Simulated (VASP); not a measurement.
# BeCd3S2 (P6/mmm) in VASP: notebook

BeCd3S2 is run at these levels: PBE; tasks: single point, relaxation of cell and atoms.

Everything below comes from runs of VASP 6.6.1. Logs are shortened: lines on timing, memory, paths and dates and some standing lists are left out, and cuts for length are marked.

### Step 1. The cell of the first run

The structure is hexagonal, space group P6/mmm (No. 191). The conventional cell has a = 6.838 Å, b = 6.838 Å, c = 3.773 Å, α = 90.00°, β = 90.00°, γ = 120.00°. Be (site symmetry 6/mmm) has 2 Be at 3.77 Å and 12 Cd at 3.91 Å and 6 S at 3.95 Å within 5.0 Å. Cd (site symmetry mmm) has 4 S at 2.73 Å and 4 Cd at 3.42 Å within 3.6 Å. S (site symmetry -6m2) has 6 Cd at 2.73 Å within 3.6 Å.

The cell was built from a structure type or drawn by symmetry, and may not be a known phase.

### Step 2. Single point, PBE

File INCAR:

```
SYSTEM = BeCd3S2
PREC = Accurate ; ENCUT = 520
EDIFF = 1E-6 ; ISMEAR = 0
SIGMA = 0.1 ; LREAL = .FALSE.
LASPH = .TRUE. ; NELM = 60
ALGO = Normal ; ISIF = 2
LWAVE = .FALSE. ; LCHARG = .FALSE.
GGA = PE ; NBANDS = 34
```

File KPOINTS:

```
Automatic mesh
0
G
  3 3 6
  0 0 0
```

File POSCAR:

```
BeCd3S2
1.0
    6.8384332255      0.0000000000      0.0000000000
   -3.4192166128      5.9222568954      0.0000000000
    0.0000000000      0.0000000000      3.7731788749
Be Cd S
1 3 2
Direct
    0.0000000000      0.0000000000      0.0000000000
    0.0000000000      0.5000000000      0.5000000000
    0.5000000000      0.5000000000      0.5000000000
    0.5000000000      0.0000000000      0.5000000000
    0.6666666667      0.3333333333      0.0000000000
    0.3333333333      0.6666666667      0.0000000000
```

Potentials or basis: VASP PAW PBE potentials, release 64 (Be, Cd, S).

Run with:

```sh
$ cat potpaw_PBE.64/Be/POTCAR potpaw_PBE.64/Cd/POTCAR potpaw_PBE.64/S/POTCAR > POTCAR
$ mpirun -np 1 vasp_std > vasp.out
```

OUTCAR:

```text
SYSTEM = BeCd3S2
   PREC = Accurate
   ENCUT = 520
   EDIFF = 1E-6
   ISMEAR = 0
   LREAL = .FALSE.
   LASPH = .TRUE.
   NELM = 60
   ISIF = 2
   GGA = PE

 ion  position               nearest neighbor table
   1  0.000  0.000  0.000-
   2  0.000  0.500  0.500-   5 2.73   6 2.73   5 2.73   6 2.73   3 3.42   3 3.42   4 3.42   4 3.42

   3  0.500  0.500  0.500-   5 2.73   6 2.73   5 2.73   6 2.73   2 3.42   2 3.42   4 3.42   4 3.42

   4  0.500  0.000  0.500-   5 2.73   6 2.73   5 2.73   6 2.73   2 3.42   2 3.42   3 3.42   3 3.42

   5  0.667  0.333  0.000-   2 2.73   2 2.73   4 2.73   4 2.73   3 2.73   3 2.73
   6  0.333  0.667  0.000-   2 2.73   2 2.73   4 2.73   4 2.73   3 2.73   3 2.73

  LATTYP: Found a hexagonal cell.
 ALAT       =     6.8384332255
 C/A-ratio  =     0.5517607251

  Lattice vectors:

 A1 = (   6.8384332255,   0.0000000000,   0.0000000000)
 A2 = (  -3.4192166128,   5.9222568954,   0.0000000000)
 A3 = (   0.0000000000,   0.0000000000,   3.7731788749)

Analysis of symmetry for initial positions (statically):
=====================================================================
 Subroutine PRICEL returns:
 Original cell was already a primitive cell.

 Routine SETGRP: Setting up the symmetry group for a
 hexagonal supercell.

 Subroutine GETGRP returns: Found 24 space group operations
 (whereof 24 operations were pure point group operations)
 out of a pool of 24 trial point group operations.

The static configuration has the point symmetry D_6h.

Analysis of symmetry for dynamics (positions and initial velocities):
=====================================================================
 Subroutine PRICEL returns:
 Original cell was already a primitive cell.

 Routine SETGRP: Setting up the symmetry group for a
 hexagonal supercell.

 Subroutine GETGRP returns: Found 24 space group operations
 (whereof 24 operations were pure point group operations)
 out of a pool of 24 trial point group operations.

The dynamic configuration has the point symmetry D_6h.

 Subroutine INISYM returns: Found 24 space group operations
 (whereof 24 operations are pure point group operations),
 and found     1 'primitive' translations

----------------------------------------------------------------------------------------

                                     Primitive cell

[... 85 lines left out ...]
   EDIFF  = 0.1E-05   stopping-criterion for ELM
   LREAL  =      F    real-space projection
   EDIFFG = 0.1E-04   stopping-criterion for IOM
   NSW    =      0    number of steps for IOM
   IBRION =     -1    ionic relax: 0-MD 1-quasi-New 2-CG
   NFREE  =      0    steps in history (QN), initial steepest desc. (CG)
   ISIF   =      2    stress and relaxation
   ISYM   =      2    0-nonsym 1-usesym 2-fastsym
   POTIM  = 0.5000    time-step for ionic-motion
   TEBEG  =    0.0;   TEEND  =   0.0 temperature during run
   PSTRESS=    0.0 pullay stress
   NELECT =      50.0000    total number of electrons
   NUPDOWN=      -1.0000    fix difference up-down
   EMIN   =  10.00;   EMAX   =-10.00  energy-range for DOS
   EFERMI =   0.00;   METHOD = LEGACY
   ISMEAR =     0;   SIGMA  =   0.10  broadening in eV -4-tet -1-fermi 0-gaus
   EFERMI_NEDOS =   21; number of points for ismear=-14 and -15
   IALGO  =     38    algorithm
   IMIX   =      4    mixing-type and parameters
     AMIX     =   0.40;   BMIX     =  1.00
     AMIX_MAG =   1.60;   BMIX_MAG =  1.00
  volume/ion in A,a.u.               =      25.47       171.87
  Fermi-wavevector in a.u.,A,eV,Ry     =   1.128100  2.131801 17.314917  1.272610
  Thomas-Fermi vector in A             =   2.264789
   LORBIT       =      0    0 simple, 1 ext, 2 COOP (PROOUT), +10 PAW based schemes
   GGA     = PE    functional components
   LHFCALC =     F    Hartree Fock is set to
   AEXX    =    0.0000 exact exchange contribution
   IVDW    =     0    specifies the selected vdW correction
   LEPSILON=     F    determine dielectric tensor
   LRPA    =     F    only Hartree local field effects (RPA)
 non-spin polarized calculation
 Gauss-broadening in eV      SIGMA  =   0.10
  energy-cutoff  :      520.00
  volume of cell :      152.81
 maximum number of plane-waves:      4146
 NGX is ok and might be reduce to    54
   NGX = 25   NGY = 25   NGZ = 15

 number of electron      50.0000001 magnetization

 Free energy of the ion-electron system (eV)
  ---------------------------------------------------
  ext. energy  EPLUGINS =         0.00000000
  ---------------------------------------------------
  free energy    TOTEN  =       -11.64516354 eV

  energy without entropy =      -11.63493115  energy(sigma->0) =      -11.64004734

 E-fermi :   2.2017     XC(G=0):  -9.0599

 val. band max:        2.0982582478   @ k =   0.3333  -0.0000   0.3333
 cond. band min:       2.3274968684   @ k =   0.3333  -0.0000   0.3333
 fundamental gap:      0.2292386205
 Fermi energy:         2.2017347176

 k-point     1 :       0.0000    0.0000    0.0000
  band No.  band energies     occupation
      1     -11.7100      2.00000
      2     -10.9552      2.00000
      3      -7.0820      2.00000
      4      -6.9038      2.00000
      5      -6.8563      2.00000
      6      -6.8563      2.00000
[... 433 lines left out ...]
     33       7.0897      0.00000
     34       7.0898      0.00000

------------------------ aborting loop because EDIFF is reached ----------------------------------------

  FORCE on cell =-STRESS in cart. coord.  units (eV):
  Direction    XX          YY          ZZ          XY          YZ          ZX
  --------------------------------------------------------------------------------------
  -------------------------------------------------------------------------------------
  Total        0.0280685      0.0280685      0.1065751     -0.0000000     -0.0000000      0.0000000
  in kB        0.2942921      0.2942921      1.1174162     -0.0000000     -0.0000000      0.0000000
  external PRESSURE =       0.5686668 kB  Pullay stress =       0.0000000 kB

 VOLUME and BASIS-vectors are now :
 -----------------------------------------------------------------------------
  energy-cutoff  :      520.00
  volume of cell :      152.81
      direct lattice vectors                 reciprocal lattice vectors
     6.838433226  0.000000000  0.000000000     0.146232326  0.084427273  0.000000000
    -3.419216613  5.922256895  0.000000000     0.000000000  0.168854546  0.000000000
     0.000000000  0.000000000  3.773178875     0.000000000  0.000000000  0.265028517

 POSITION                                       TOTAL-FORCE (eV/Angst)
 -----------------------------------------------------------------------------------
      0.00000      0.00000      0.00000        -0.000000      0.000000      0.000000
     -1.70961      2.96113      1.88659        -0.000000      0.000000      0.000000
      1.70961      2.96113      1.88659        -0.000000      0.000000      0.000000
      3.41922      0.00000      1.88659        -0.000000      0.000000      0.000000
      3.41922      1.97409      0.00000         0.000000      0.000000      0.000000
     -0.00000      3.94817      0.00000        -0.000000      0.000000     -0.000000
 -----------------------------------------------------------------------------------
    total drift:                                0.000000      0.000000      0.000000

  FREE ENERGIE OF THE ION-ELECTRON SYSTEM (eV)
  ---------------------------------------------------
  free  energy   TOTEN  =       -11.6451635351 eV

  energy  without entropy=      -11.6349311544  energy(sigma->0) =      -11.64004734
```

stdout:

```text
POSCAR found type information on POSCAR BeCdS
 POSCAR found :  3 types and       6 ions
 scaLAPACK will be used
 LDA part: xc-table for (Slater+PW92), standard interpolation
 POSCAR, INCAR and KPOINTS ok, starting setup
 FFT: planning ... GRIDC
 FFT: planning ... GRID_SOFT
 FFT: planning ... GRID
 WAVECAR not read
 entering main loop
```

Run time: 3.2 min. Hardware: 1 thread of Intel Xeon 8259CL, shared host; peak memory 0.29 GiB.

What came out:

- Free energy: -11.6452 eV
- Pressure: 0.1 GPa
- Band gap on the k mesh: zero (bands 25 and 26 overlap by 1.48 eV)

Levels at points of the mesh, in eV from the Fermi level:
| k point | band 23 | band 24 | band 25 | band 26 | band 27 | band 28 |
| --- | --- | --- | --- | --- | --- | --- |
| (0.00, 0.00, 0.00) | -3.14 | -1.29 | -0.21 | 0.57 | 0.57 | 2.39 |
| (0.00, 0.00, 0.50) | -1.86 | -1.26 | -0.64 | -0.64 | 0.29 | 1.22 |

### Step 3. Relaxation of cell and atoms, PBE

This run uses another cell than the first one, of 25.71 Å³/atom.

File INCAR:

```
SYSTEM = BeCd3S2
PREC = Accurate
ENCUT = 600
EDIFF = 1E-6
ISMEAR = 0
SIGMA = 0.1
LREAL = .FALSE.
LASPH = .TRUE.
NELM = 60
ALGO = Normal
ISIF = 3
LWAVE = .FALSE.
LCHARG = .FALSE.
GGA = PE
IBRION = 2
NSW = 90
EDIFFG = -0.04
```

File KPOINTS:

```
regular mesh
0
G
  3 3 6
  0 0 0
```

POSCAR: that of step 2 with these lines changed.

```diff
@@ -2,5 +2,5 @@
 1.0
-    6.8384332255      0.0000000000      0.0000000000
-   -3.4192166128      5.9222568954      0.0000000000
-    0.0000000000      0.0000000000      3.7731788749
+    6.9352807160      0.0000000000      0.0000000000
+   -3.4676403580      6.0061292825      0.0000000000
+    0.0000000000      0.0000000000      3.7036646693
 Be Cd S
```

Potentials or basis: VASP PAW PBE potentials, release 64 (Be, Cd, S).

Run with:

```sh
$ cat potpaw_PBE.64/Be/POTCAR potpaw_PBE.64/Cd/POTCAR potpaw_PBE.64/S/POTCAR > POTCAR
$ mpirun -np 1 vasp_std > vasp.out
```

OUTCAR:

```text
SYSTEM = BeCd3S2
   PREC = Accurate
   ENCUT = 600
   EDIFF = 1E-6
   ISMEAR = 0
   LREAL = .FALSE.
   LASPH = .TRUE.
   NELM = 60
   ISIF = 3
   GGA = PE
   IBRION = 2
   NSW = 90
   EDIFFG = -0.04

 ion  position               nearest neighbor table
   1  0.000  0.000  0.000-
   2  0.000  0.500  0.500-   5 2.73   6 2.73   5 2.73   6 2.73   3 3.47   3 3.47   4 3.47   4 3.47

   3  0.500  0.500  0.500-   5 2.73   6 2.73   5 2.73   6 2.73   2 3.47   2 3.47   4 3.47   4 3.47

   4  0.500  0.000  0.500-   5 2.73   6 2.73   5 2.73   6 2.73   2 3.47   3 3.47   3 3.47   2 3.47

   5  0.667  0.333  0.000-   2 2.73   2 2.73   4 2.73   4 2.73   3 2.73   3 2.73
   6  0.333  0.667  0.000-   2 2.73   2 2.73   4 2.73   4 2.73   3 2.73   3 2.73

  LATTYP: Found a hexagonal cell.
 ALAT       =     6.9352807160
[... 186 lines left out ...]
  -------------------------------------------------------------------------------------
  Total       -0.4120568     -0.4120568      1.0557449      0.0000000      0.0000000      0.0000000
  in kB       -4.2793444     -4.2793444     10.9642562      0.0000000      0.0000000      0.0000000
  external PRESSURE =       0.8018558 kB  Pullay stress =       0.0000000 kB
[... 107 lines left out ...]
--------------------------------------- Ionic step        4  -------------------------------------------

 number of electron      50.0000012 magnetization

 Free energy of the ion-electron system (eV)
  ---------------------------------------------------
  ext. energy  EPLUGINS =         0.00000000
  ---------------------------------------------------
  free energy    TOTEN  =       -11.64512459 eV

  energy without entropy =      -11.63448414  energy(sigma->0) =      -11.63980437

 E-fermi :   2.1851     XC(G=0):  -9.0562

 val. band max:        2.0808924539   @ k =   0.3333  -0.0000   0.3333
 cond. band min:       2.3080877344   @ k =   0.3333  -0.0000   0.3333
 fundamental gap:      0.2271952804
 Fermi energy:         2.1850958031

 k-point     1 :       0.0000    0.0000    0.0000
  band No.  band energies     occupation
      1     -11.7036      2.00000
      2     -10.9489      2.00000
      3      -7.0915      2.00000
      4      -6.9124      2.00000
      5      -6.8637      2.00000
      6      -6.8637      2.00000
[... 418 lines left out ...]
  FREE ENERGIE OF THE ION-ELECTRON SYSTEM (eV)
  ---------------------------------------------------
  free  energy   TOTEN  =       -11.6451245930 eV

  energy  without entropy=      -11.6344841431  energy(sigma->0) =      -11.63980437

 reached required accuracy - stopping structural energy minimisation
```

Wall time 8.2 min (1 thread of Intel Xeon 8259CL, shared host); peak memory 0.34 GiB.

What came out:

```yaml
Free_energy: -11.6451 eV
Relaxed_volume: 25.49 Å³/atom
Relaxed_cell: a = 6.832 Å, b = 6.832 Å, c = 3.784 Å, α = 90.00°, β = 90.00°, γ = 120.00°
Space_group_after_relaxing_to_0.1_Å: P6/mmm (No. 191)
Energy_gained_by_relaxing: 2.7 meV/atom
Ionic_steps: 4
Pressure_after_relaxing: 0.0 GPa
Band_gap_on_the_k_mesh: zero (bands 25 and 26 overlap by 1.48 eV)
```

Stress tensor (GPa, compression positive):
```
 0.00  0.00  0.00
 0.00  0.00  0.00
 0.00  0.00 -0.13
```

Step by step:
| step | energy change (eV) | largest force (eV/Å) | pressure (GPa) | volume (Å³) |
| --- | --- | --- | --- | --- |
| 1 | 0.0000 | 0.0000 | 0.08 | 154.27 |
| 2 | -0.0091 | 0.0000 | -0.14 | 154.55 |
| 3 | -0.0132 | 0.0000 | -0.46 | 154.94 |
| 4 | -0.0161 | 0.0000 | -0.05 | 152.97 |

Final structure:
```xyz
6
Lattice="6.8323 0.0000 0.0000 -3.4162 5.9170 0.0000 0.0000 0.0000 3.7839" Properties=species:S:1:pos:R:3 pbc="T T T"
Be    0.0000    0.0000    0.0000
Cd   -1.7081    2.9585    1.8919
Cd    1.7081    2.9585    1.8919
Cd    3.4162    0.0000    1.8919
S     3.4162    1.9723    0.0000
S     0.0000    3.9446    3.7839
```
